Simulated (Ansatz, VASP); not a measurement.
**One calculation of Ca7W, two programs**

```
Ca W
1.0
     6.98400    0.00000    0.00000
    -3.49200    6.04832    0.00000
     0.00000    0.00000    5.62640
Ca W
7 1
Direct
  0.99961 0.49980 0.00000
  0.50020 0.00039 0.00000
  0.50020 0.49980 0.00000
  0.16493 0.83507 0.50000
  0.16493 0.32986 0.50000
  0.67014 0.83507 0.50000
  0.66667 0.33333 0.50000
  0.00000 0.00000 0.00000
```

Change from the starting cell: species swapped into the Mg7Al type (P-6m2, No. 187).

Alike in both runs: task single point; functional PBE; k mesh 3 × 3 × 4; occupations gaussian, width 0.1 eV; no spin polarisation.

|  | VASP | Ansatz |
| --- | --- | --- |
| version | VASP 6.6.1 | Ansatz 0.2.0 |
| potentials or method | VASP PAW PBE potentials, release 64 (Ca_sv, W_sv), cutoff 520 eV | scalar-relativistic, plane waves, PAW |
| valence electrons in the cell | 84 | 84 |

VASP gave:

| Quantity | Value |
| --- | --- |
| gap on the k mesh at the Fermi level (eV) | none |
| pressure (GPa) | 4.3 |
| traceless stress, the component that is largest in VASP (GPa) | -0.08 |
| rms of the force components (eV/Å) | 0.399 |

Estimate Ansatz's values.

gap on the k mesh at the Fermi level (eV): none; pressure (GPa): 4.3; traceless stress, the component that is largest in VASP (GPa): -0.09; rms of the force components (eV/Å): 0.400.

Atom by atom the forces differ by 0.000 eV/Å (rms over components). A gap of «none» marks a metal or a gap that the smearing closes. With one functional, cell and mesh, what is left measures potentials, basis and numerics.

Spin-orbit coupling is off throughout.
